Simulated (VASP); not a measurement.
Runs of VASP 6.6.1 on ZrB. The structure is that of space group Fm-3m (No. 225), or close to it. The cells are those of the table. 

```csv
level,cell,smearing,gap on the mesh (eV),pressure (GPa)
PBE,"a = 3.547 Å, angles 60.0°, 2 atoms",gaussian 0.05 eV,none,-9.4
PBE,"a = 3.468 Å, angles 60.0°, 2 atoms",tetrahedron,none,0.1
PBE,"a = 3.513 Å, angles 60.0°, 2 atoms",gaussian 0.05 eV,none,(a)
PBEsol,"a = 3.468 Å, angles 60.0°, 2 atoms",gaussian 0.05 eV,none,-3.9
PBE,"a = 3.403 Å, angles 60.0°, 2 atoms",gaussian 0.05 eV,none,(b)
```

Alike in all rows: task single point; potentials or basis VASP PAW PBE potentials, release 64 (Zr_sv, B); no spin polarisation; k mesh 12 × 12 × 12; cutoff (eV) 520.

Estimate the missing entries.

(a) -5.7; (b) 10.3.

Caveats: the cell stands under tension (at least some runs); tetrahedron occupations give inexact forces and stress in metals (at least some runs); the PAW data sets were made with another functional, which shifts forces and pressure a little (at least some runs); the cell stands under pressure (at least some runs).

A k mesh can miss the band edges, and the runs leave out spin-orbit coupling on Zr.

A gap of «none» marks levels without a gap at the run's occupations.
